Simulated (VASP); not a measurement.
# Ta (Immm) in VASP: further runs

Ta is run at these levels: PBE; tasks: single point.

Program: VASP 6.6.1. These are calculated values, not measurements. Logs are shortened: lines on timing, memory, paths and dates and some standing lists are left out, and cuts for length are marked.

## 1. The cell of the first run

Symmetry: Immm, No. 71, orthorhombic system. The conventional cell has a = 3.270 Å, b = 3.303 Å, c = 3.336 Å, α = 90.00°, β = 90.00°, γ = 90.00°. Within 3.8 Å of Ta (site symmetry mmm) lie 14 Ta at 2.86 to 3.34 Å.

## 2. Single point, PBE (strain +0.0100 x Voigt [1, -1, 0, 0, 0, 0])

The input, INCAR:

```
SYSTEM = Ta
PREC     = Accurate       ! precision mode
ENCUT    = 520            ! plane-wave cutoff, eV
EDIFF    = 1E-6           ! SCF threshold, eV
ISMEAR   = 0              ! smearing method
SIGMA    = 0.15           ! smearing width, eV
LREAL    = .FALSE.        ! projectors in reciprocal space
LASPH    = .TRUE.         ! aspherical terms in the spheres
NELM     = 60             ! most SCF steps
ALGO     = Fast           ! electronic algorithm
ISIF     = 2              ! what is computed and relaxed
LWAVE    = .FALSE.        ! write WAVECAR
LCHARG   = .FALSE.        ! write CHGCAR
GGA      = PE             ! functional
NBANDS   = 12             ! bands
```

The input, KPOINTS:

```
regular mesh
0
G
  20 20 20
  0 0 0
```

The input, POSCAR:

```
Ta
1.0
   -1.6677928000      1.6347672000      1.6512800000
    1.6677928000     -1.6347672000      1.6512800000
    1.6677928000      1.6347672000     -1.6512800000
Ta
1
Direct
    0.0000000000      0.0000000000      0.0000000000
```

Potentials or basis: VASP PAW PBE potentials, release 64 (Ta_pv).

Run with:

```bash
> cat potpaw_PBE.64/Ta_pv/POTCAR > POTCAR
> mpirun -np 1 vasp_std > vasp.out
```

OUTCAR:

```text
SYSTEM = Ta
   PREC = Accurate
   ENCUT = 520
   EDIFF = 1E-6
   ISMEAR = 0
   LREAL = .FALSE.
   LASPH = .TRUE.
   NELM = 60
   ISIF = 2
   GGA = PE

 ion  position               nearest neighbor table
   1  0.000  0.000  0.000-

  LATTYP: Found a body centered orthorhombic cell.
 ALAT       =     3.2695344000
 B/A-ratio  =     1.0101010101
 C/A-ratio  =     1.0202020202

  Lattice vectors:

 A1 = (  -1.6677928000,  -1.6347672000,  -1.6512800000)
 A2 = (  -1.6677928000,   1.6347672000,   1.6512800000)
 A3 = (   1.6677928000,   1.6347672000,  -1.6512800000)

Analysis of symmetry for initial positions (statically):
=====================================================================
 Subroutine PRICEL returns:
 Original cell was already a primitive cell.

 Routine SETGRP: Setting up the symmetry group for a
 body centered orthorhombic supercell.

 Subroutine GETGRP returns: Found  8 space group operations
 (whereof  8 operations were pure point group operations)
 out of a pool of  8 trial point group operations.

The static configuration has the point symmetry D_2h.

Analysis of symmetry for dynamics (positions and initial velocities):
=====================================================================
 Subroutine PRICEL returns:
 Original cell was already a primitive cell.

 Routine SETGRP: Setting up the symmetry group for a
 body centered orthorhombic supercell.

 Subroutine GETGRP returns: Found  8 space group operations
 (whereof  8 operations were pure point group operations)
 out of a pool of  8 trial point group operations.

The dynamic configuration has the point symmetry D_2h.

 Subroutine INISYM returns: Found  8 space group operations
 (whereof  8 operations are pure point group operations),
 and found     1 'primitive' translations

----------------------------------------------------------------------------------------

                                     Primitive cell

  volume of cell :      18.0085

  direct lattice vectors                    reciprocal lattice vectors
    -1.667792800  1.634767200  1.651280000     0.000000000  0.305853947  0.302795407
     1.667792800 -1.634767200  1.651280000     0.299797433  0.000000000  0.302795407
     1.667792800  1.634767200 -1.651280000     0.299797433  0.305853947  0.000000000

  length of vectors
     2.860196193  2.860196193  2.860196193     0.430385519  0.426102757  0.428281610

  position of ions in fractional coordinates (direct lattice)
     0.000000000  0.000000000  0.000000000

  ion indices of the primitive-cell ions
   primitive index   ion index
                 1           1
[... 77 lines left out ...]
   NFREE  =      0    steps in history (QN), initial steepest desc. (CG)
   ISIF   =      2    stress and relaxation
   ISYM   =      2    0-nonsym 1-usesym 2-fastsym
   POTIM  = 0.5000    time-step for ionic-motion
   TEBEG  =    0.0;   TEEND  =   0.0 temperature during run
   PSTRESS=    0.0 pullay stress
   NELECT =      11.0000    total number of electrons
   NUPDOWN=      -1.0000    fix difference up-down
   EMIN   =  10.00;   EMAX   =-10.00  energy-range for DOS
   EFERMI =   0.00;   METHOD = LEGACY
   ISMEAR =     0;   SIGMA  =   0.15  broadening in eV -4-tet -1-fermi 0-gaus
   EFERMI_NEDOS =   21; number of points for ismear=-14 and -15
   IALGO  =     68    algorithm
   IMIX   =      4    mixing-type and parameters
     AMIX     =   0.40;   BMIX     =  1.00
     AMIX_MAG =   1.60;   BMIX_MAG =  1.00
  volume/ion in A,a.u.               =      18.01       121.53
  Fermi-wavevector in a.u.,A,eV,Ry     =   1.389034  2.624893 26.251284  1.929415
  Thomas-Fermi vector in A             =   2.513103
   LORBIT       =      0    0 simple, 1 ext, 2 COOP (PROOUT), +10 PAW based schemes
   GGA     = PE    functional components
   LHFCALC =     F    Hartree Fock is set to
   AEXX    =    0.0000 exact exchange contribution
   IVDW    =     0    specifies the selected vdW correction
   LEPSILON=     F    determine dielectric tensor
   LRPA    =     F    only Hartree local field effects (RPA)
 non-spin polarized calculation
 RMM-DIIS sequential band-by-band and
 Gauss-broadening in eV      SIGMA  =   0.15
  energy-cutoff  :      520.00
  volume of cell :       18.01
 maximum number of plane-waves:       496
 NGX is ok and might be reduce to    24
   NGX = 11   NGY = 11   NGZ = 11

 number of electron      11.0000002 magnetization

 Free energy of the ion-electron system (eV)
  ---------------------------------------------------
  ext. energy  EPLUGINS =         0.00000000
  ---------------------------------------------------
  free energy    TOTEN  =       -11.81608341 eV

  energy without entropy =      -11.80158719  energy(sigma->0) =      -11.80883530

 E-fermi :   5.4800     XC(G=0): -12.6191

 val. band max:        5.4771374757   @ k =   0.2000   0.4000   0.0000
 cond. band min:       5.4808950989   @ k =  -0.3500   0.3500   0.0500
 fundamental gap:      0.0037576232
 Fermi energy:         5.4799992271

 k-point     1 :       0.0000    0.0000    0.0000
  band No.  band energies     occupation
      1     -27.5874      2.00000
      2     -27.5852      2.00000
      3     -27.5823      2.00000
      4      -2.4292      2.00000
      5       6.0967      0.00000
      6       6.2268      0.00000
      7       6.3507      0.00000
      8       9.3412      0.00000
      9       9.6435      0.00000
     10      20.3218      0.00000
     11      20.5004      0.00000
     12      20.6870      0.00000
[... 331 lines left out ...]
 k-point    24 :      -0.4000    0.0500    0.0000
  band No.  band energies     occupation
      1     -28.5921      2.00000
      2     -27.9263      2.00000
      3     -27.6107      2.00000
      4       1.0973      2.00000
      5       4.1058      2.00000
      6       5.8118      0.00176
      7       9.4413      0.00000
      8      10.2645      0.00000
      9      11.6351      0.00000
     10      18.5269      0.00000
     11      19.0308      0.00000
     12      20.1985      0.00000

 [... further k-points ...]
[... 5 lines left out ...]
  --------------------------------------------------------------------------------------
  -------------------------------------------------------------------------------------
  Total        0.2350090      0.5093617      0.3711572      0.0000000     -0.0000000      0.0000000
  in kB       20.9081868     45.3166835     33.0209632      0.0000000     -0.0000000      0.0000000
  external PRESSURE =      33.0819445 kB  Pullay stress =       0.0000000 kB

 VOLUME and BASIS-vectors are now :
 -----------------------------------------------------------------------------
  energy-cutoff  :      520.00
  volume of cell :       18.01
      direct lattice vectors                 reciprocal lattice vectors
    -1.667792800  1.634767200  1.651280000     0.000000000  0.305853947  0.302795407
     1.667792800 -1.634767200  1.651280000     0.299797433  0.000000000  0.302795407
     1.667792800  1.634767200 -1.651280000     0.299797433  0.305853947  0.000000000

 POSITION                                       TOTAL-FORCE (eV/Angst)
 -----------------------------------------------------------------------------------
      0.00000      0.00000      0.00000        -0.000000      0.000000     -0.000000
 -----------------------------------------------------------------------------------
    total drift:                                0.000000      0.000000      0.000000

  FREE ENERGIE OF THE ION-ELECTRON SYSTEM (eV)
  ---------------------------------------------------
  free  energy   TOTEN  =       -11.8160834131 eV

  energy  without entropy=      -11.8015871903  energy(sigma->0) =      -11.80883530
```

OSZICAR:

```text
N       E                     dE             d eps       ncg     rms          rms(c)
DAV:   1     0.612065946682E+02    0.61207E+02   -0.60857E+03 28040   0.876E+02
DAV:   2    -0.112548100746E+02   -0.72461E+02   -0.70692E+02 31272   0.246E+02
DAV:   3    -0.122738866771E+02   -0.10191E+01   -0.10100E+01 33392   0.275E+01
DAV:   4    -0.122765825831E+02   -0.26959E-02   -0.26956E-02 30988   0.157E+00
DAV:   5    -0.122765916520E+02   -0.90690E-05   -0.90693E-05 33540   0.866E-02    0.135E+01
RMM:   6    -0.119235306214E+02    0.35306E+00   -0.24568E-01 29938   0.415E+00    0.659E+00
RMM:   7    -0.118162952499E+02    0.10724E+00   -0.26095E-01 31514   0.418E+00    0.345E-01
RMM:   8    -0.118159991449E+02    0.29610E-03   -0.10956E-02 33661   0.980E-01    0.296E-01
RMM:   9    -0.118161046561E+02   -0.10551E-03   -0.14732E-03 35140   0.356E-01    0.630E-02
RMM:  10    -0.118160821490E+02    0.22507E-04   -0.20668E-04 35125   0.127E-01    0.103E-02
RMM:  11    -0.118160827657E+02   -0.61670E-06   -0.42152E-05 35929   0.510E-02    0.474E-03
RMM:  12    -0.118160834131E+02   -0.64739E-06   -0.68264E-06 31656   0.176E-02
   1 F= -.11816083E+02 E0= -.11808835E+02  d E =-.144962E-01
```

stdout:

```text
POSCAR found type information on POSCAR Ta
 POSCAR found :  1 types and       1 ions
 scaLAPACK will be used
 LDA part: xc-table for (Slater+PW92), standard interpolation
 POSCAR, INCAR and KPOINTS ok, starting setup
 FFT: planning ... GRIDC
 FFT: planning ... GRID_SOFT
 FFT: planning ... GRID
 WAVECAR not read
 entering main loop
WARNING in EDDRMM: call to ZHEGV failed, returncode =   6  3     12
WARNING in EDDRMM: call to ZHEGV failed, returncode =   8  4     11
WARNING in EDDRMM: call to ZHEGV failed, returncode =   8  4     11
WARNING in EDDRMM: call to ZHEGV failed, returncode =   6  3     11
```

Wall time 4 min (1 thread of Intel Xeon 8259CL, shared host); peak memory 0.35 GiB.

What came out:

* Free energy: -11.8161 eV
* Pressure: 3.3 GPa
* Band gap on the k mesh: zero (an odd number of electrons rules out a gap without spin polarisation)

Stress tensor (GPa, compression positive):
```
2.09 0.00 0.00
0.00 4.53 0.00
0.00 0.00 3.30
```

Caveat: the cell differs from its parent crystal (strain +0.0100 x Voigt [1, -1, 0, 0, 0, 0]); the cell stands under pressure; spin-orbit coupling is left out, which moves the levels of the heavy elements.

## 3. Single point, PBE (strain +0.0250 x Voigt [1, -1, 0, 0, 0, 0])

The input, INCAR:

```
SYSTEM = Ta
ALGO = Fast
EDIFF = 1E-6
ENCUT = 520
GGA = PE
ISIF = 2
ISMEAR = 0
LASPH = .TRUE.
LCHARG = .FALSE.
LREAL = .FALSE.
LWAVE = .FALSE.
NBANDS = 12
NELM = 60
PREC = Accurate
SIGMA = 0.15
```

The input, KPOINTS:

```
k-points
0
G
  20 20 20
  0 0 0
```

The input, POSCAR:

```
Ta
1.0
   -1.6925620000      1.6099980000      1.6512800000
    1.6925620000     -1.6099980000      1.6512800000
    1.6925620000      1.6099980000     -1.6512800000
Ta
1
Direct
    0.0000000000      0.0000000000      0.0000000000
```

Potentials or basis: VASP PAW PBE potentials, release 64 (Ta_pv).

Run with:

```bash
> cat potpaw_PBE.64/Ta_pv/POTCAR > POTCAR
> mpirun -np 1 vasp_std > vasp.out
```

It took 2.6 min on 1 thread of Intel Xeon 8259CL, shared host; peak memory 0.35 GiB.

The run converged. Its results:

| Property | Result |
| --- | --- |
| Free energy | -11.8090 eV |
| Pressure | 3.6 GPa |
| Band gap on the k mesh | zero (an odd number of electrons rules out a gap without spin polarisation) |

Stress tensor (GPa, compression positive):
```
0.76 0.00 0.00
0.00 6.37 0.00
0.00 0.00 3.52
```

Levels at points of the mesh, in eV from the Fermi level:
```tsv
k point	band 4	band 5	band 6	band 7	band 8	band 9
(0.00, 0.00, 0.00)	-7.92	0.43	0.76	1.06	3.61	4.37
(0.50, 0.00, 0.00)	-4.37	-1.85	1.78	4.25	5.20	7.86
(0.00, 0.50, 0.00)	-4.40	-1.20	1.41	3.42	4.75	7.72
(0.50, 0.50, 0.00)	-4.38	-1.54	1.60	3.73	5.11	7.77
(0.50, 0.50, 0.50)	-3.87	-3.74	6.74	6.84	6.95	8.03
```

Caveat: the cell differs from its parent crystal (strain +0.0250 x Voigt [1, -1, 0, 0, 0, 0]); the stress differs along the axes, from 1 to 6 GPa; spin-orbit coupling is left out, which moves the levels of the heavy elements.

## 4. Single point, PBE (strain +0.0150 x Voigt [1, -1, 0, 0, 0, 0])

The input, INCAR:

```
PREC = Accurate ; ENCUT = 520
EDIFF = 1E-6 ; ISMEAR = 0
SIGMA = 0.15 ; LREAL = F
LASPH = T ; NELM = 100
ALGO = Fast ; ISIF = 2
LWAVE = F ; LCHARG = F
GGA = PE ; NBANDS = 12
```

The input, KPOINTS:

```
regular mesh
0
Gamma
  20 20 20
```

The input, POSCAR:

```
Ta
1.0
   -1.6760492000      1.6265108000      1.6512800000
    1.6760492000     -1.6265108000      1.6512800000
    1.6760492000      1.6265108000     -1.6512800000
Ta
1
Direct
    0.0000000000      0.0000000000      0.0000000000
```

Run with:

```bash
> cat potpaw_PBE.64/Ta_pv/POTCAR > POTCAR
> mpirun -np 1 vasp_std > vasp.out
```

Run time: 2.6 min. Hardware: 1 thread of Intel Xeon 8259CL, shared host; peak memory 0.35 GiB.

Results (log left out):

* Free energy: -11.8144 eV
* Pressure: 3.4 GPa
* Band gap on the k mesh: zero (an odd number of electrons rules out a gap without spin polarisation)

Stress tensor (GPa, compression positive):
```
1.59 0.00 0.00
0.00 5.16 0.00
0.00 0.00 3.35
```

Levels at points of the mesh, in eV from the Fermi level:
```
           k point  band 3  band 4  band 5  band 6  band 7  band 8  band 9  band 10
(0.00, 0.00, 0.00)  -33.06   -7.91    0.55    0.75    0.93    3.78    4.23    14.75
(0.50, 0.00, 0.00)  -33.09   -4.36   -1.73    1.71    4.13    5.08    7.84    11.84
(0.00, 0.50, 0.00)  -33.06   -4.38   -1.33    1.48    3.62    4.81    7.76    11.64
(0.50, 0.50, 0.00)  -33.08   -4.37   -1.54    1.60    3.83    5.00    7.79    11.74
(0.50, 0.50, 0.50)  -33.85   -3.84   -3.76    6.78    6.84    6.91    8.28     8.66
```

Caveat: the cell differs from its parent crystal (strain +0.0150 x Voigt [1, -1, 0, 0, 0, 0]); the cell stands under pressure; spin-orbit coupling is left out, which moves the levels of the heavy elements.

## 5. Single point, PBE (strain +0.0050 x Voigt [1, -1, 0, 0, 0, 0])

The input, INCAR:

```
PREC = Accurate
ENCUT = 520
EDIFF = 1E-6
ISMEAR = 0
SIGMA = 0.15
LREAL = F
LASPH = T
NELM = 100
ALGO = Fast
ISIF = 2
LWAVE = F
LCHARG = T
GGA = PE
LELF = T
LVHAR = T
NBANDS = 12
```

KPOINTS is that of step 4.

The input, POSCAR:

```
Ta
1.0
   -1.6595364000      1.6430236000      1.6512800000
    1.6595364000     -1.6430236000      1.6512800000
    1.6595364000      1.6430236000     -1.6512800000
Ta
1
Direct
    0.0000000000      0.0000000000      0.0000000000
```

Run with:

```bash
> cat potpaw_PBE.64/Ta_pv/POTCAR > POTCAR
> mpirun -np 1 vasp_std > vasp.out
```

It took 2.6 min on 1 thread of Intel Xeon 8259CL, shared host; peak memory 0.35 GiB.

It converged, with:

- Free energy: -11.8171 eV
- Pressure: 3.3 GPa
- Band gap on the k mesh: zero (an odd number of electrons rules out a gap without spin polarisation)

Stress tensor (GPa, compression positive):
```
2.65 0.00 0.00
0.00 3.90 0.00
0.00 0.00 3.27
```

Levels at points of the mesh, in eV from the Fermi level:
```tsv
k point	band 3	band 4	band 5	band 6	band 7	band 8	band 9	band 10
(0.00, 0.00, 0.00)	-33.06	-7.91	0.68	0.74	0.81	3.94	4.09	14.93
(0.50, 0.00, 0.00)	-33.08	-4.36	-1.60	1.63	3.98	4.97	7.82	11.77
(0.00, 0.50, 0.00)	-33.07	-4.37	-1.47	1.56	3.81	4.88	7.79	11.71
(0.50, 0.50, 0.00)	-33.07	-4.37	-1.53	1.60	3.89	4.93	7.81	11.74
(0.50, 0.50, 0.50)	-33.87	-3.81	-3.78	6.82	6.85	6.87	8.54	8.67
```

Caveat: the cell differs from its parent crystal (strain +0.0050 x Voigt [1, -1, 0, 0, 0, 0]); the cell stands under pressure; spin-orbit coupling is left out, which moves the levels of the heavy elements.

## 6. Overview

```csv
cell,gap on the mesh (eV),pressure (GPa)
"a = 2.860 Å, angles 108.7, 110.3, 109.5°, 1 atom",none,3.3
"a = 2.861 Å, angles 107.5, 111.5, 109.5°, 1 atom",none,3.6
"a = 2.860 Å, angles 108.3, 110.7, 109.5°, 1 atom",none,3.4
"a = 2.860 Å, angles 109.1, 109.9, 109.5°, 1 atom",none,3.3
```

Alike in all rows: task single point; level PBE; potentials or basis VASP PAW PBE potentials, release 64 (Ta_pv); no spin polarisation; k mesh 20 × 20 × 20; cutoff (eV) 520; smearing gaussian 0.15 eV.

Caveats: spin-orbit coupling is left out, which moves the levels of the heavy elements; the cell stands under pressure (at least some runs); the stress differs along the axes, from 1 to 6 GPa (at least some runs).

Total energies depend on the potentials used, so only differences within one code and one set of settings carry meaning.
